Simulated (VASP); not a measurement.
Here is a VASP 6.6.1 calculation.

File INCAR:

```
SYSTEM = W
ALGO     = Normal         ! electronic algorithm
EDIFF    = 1E-6           ! SCF threshold, eV
ENCUT    = 500            ! plane-wave cutoff, eV
GGA      = PE             ! functional
GGA_COMPAT= .False.      
ISIF     = 2              ! what is computed and relaxed
ISMEAR   = -1             ! smearing method
LASPH    = .True.         ! aspherical terms in the spheres
LCHARG   = .False.        ! write CHGCAR
LREAL    = .False.        ! projectors in reciprocal space
LWAVE    = .False.        ! write WAVECAR
NBANDS   = 96             ! bands
NELM     = 120            ! most SCF steps
PREC     = Accurate       ! precision mode
SIGMA    = 0.1            ! smearing width, eV
```

The input KPOINTS:

```
k-points
0
Gamma
  2 3 3
  0 0 0
```

Contents of POSCAR:

```
W
1.0
   -4.7470350000      4.7470350000      4.7470350000
    3.1646900000     -3.1646900000      3.1646900000
    3.1646900000      3.1646900000     -3.1646900000
W
12
Direct
    0.0000000000      0.0000000000      0.0000000000
    0.0000000000      0.0000000000      0.5000000000
    0.0000000000      0.5000000000      0.0000000000
    0.0000000000      0.5000000000      0.5000000000
    0.3333333333      0.0000000000      0.0000000000
    0.3333333333      0.0000000000      0.5000000000
    0.3333333333      0.5000000000      0.0000000000
    0.3333333333      0.5000000000      0.5000000000
    0.6666666667      0.0000000000      0.0000000000
    0.6666666667      0.0000000000      0.5000000000
    0.6666666667      0.5000000000      0.0000000000
    0.6666666667      0.5000000000      0.5000000000
```

Potentials or basis: VASP PAW PBE potentials, release 64 (W_sv).

Launch:

```bash
$ cat potpaw_PBE.64/W_sv/POTCAR > POTCAR
$ mpirun -np 1 vasp_std > vasp.out
```

Q: Predict the band gap on the k mesh.

A: Zero (bands 84 and 85 overlap by 2.10 eV).

Q: Estimate the pressure.

A: 4.4 GPa.

Caveat: the k points lie up to 0.47 Å⁻¹ apart, too coarse for converged energies and pressures of a metal; spin-orbit coupling is left out, which moves the levels of the heavy elements.
